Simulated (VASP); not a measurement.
Set up this calculation in VASP 6.6.1, as the native input.

```
Task                   : relaxation of cell and atoms
Functional             : PBE
Dispersion             : D3(BJ)
Potentials or basis    : VASP PAW PBE potentials, release 64 (P, C, S)
Cutoff                 : 600 eV
k mesh                 : 6 × 6 × 2
Occupations            : gaussian, width 0.1 eV
Spin                   : no spin polarisation
Dipole correction      : no
Further INCAR settings : ALGO = Normal; EDIFF = 1e-07; IBRION = 2; EDIFFG = -0.04; NSW = 90; ISIF = 3
```

The structure of PCS4 lies in POSCAR:

```
PCS4
1.0
    3.2901320400      0.0000000000      0.0000000000
    0.0000000000      3.2901320400      0.0000000000
    0.0000000000      0.0000000000     12.6214773200
P C S
1 1 4
Direct
    0.0000000000      0.0000000000      0.0000000000
    0.5000000000      0.5000000000      0.5000000000
    0.5000000000      0.5000000000      0.1809719800
    0.0000000000      0.0000000000      0.6524536600
    0.0000000000      0.0000000000      0.3475463400
    0.5000000000      0.5000000000      0.8190280200
```

One way to write it, as run:

INCAR

```
SYSTEM = PCS4
  PREC = Accurate
  ENCUT = 600
  EDIFF = 1E-7
  ISMEAR = 0
  SIGMA = 0.1
  LREAL = .FALSE.
  LASPH = .TRUE.
  NELM = 60
  ALGO = Normal
  ISIF = 3
  LWAVE = .FALSE.
  LCHARG = .FALSE.
  GGA = PE
  IVDW = 12
  IBRION = 2
  NSW = 90
  EDIFFG = -0.04
```

KPOINTS

```
Automatic mesh
0
G
  6 6 2
  0 0 0
```

Potentials or basis: VASP PAW PBE potentials, release 64 (P, C, S).

Launch:

```bash
$ cat potpaw_PBE.64/P/POTCAR potpaw_PBE.64/C/POTCAR potpaw_PBE.64/S/POTCAR > POTCAR
$ mpirun -np 1 vasp_std > vasp.out
```

It gave:

```
Relaxed volume                         : 15.59 Å³/atom
Relaxed cell                           : a = 3.064 Å, b = 3.064 Å, c = 9.962 Å, α = 90.00°, β = 90.00°, γ = 90.00°
Space group after relaxing (to 0.05 Å) : P4/mmm (No. 123)
Energy gained by relaxing              : 1065.4 meV/atom
Ionic steps                            : 19
Pressure after relaxing                : 0.0 GPa
Largest force after relaxing           : 0.004 eV/Å
Dispersion energy per atom             : -0.330 eV
```

Caveat: the volume moved by over 15 % at a fixed basis, so the end points are rough; pairwise dispersion overbinds metals, which lowers pressure and volume.

Run time: 8.1 min on 1 thread of Intel(R) Xeon(R) 6975P-C (Granite Rapids) (shared host), peak memory 0.34 GiB.
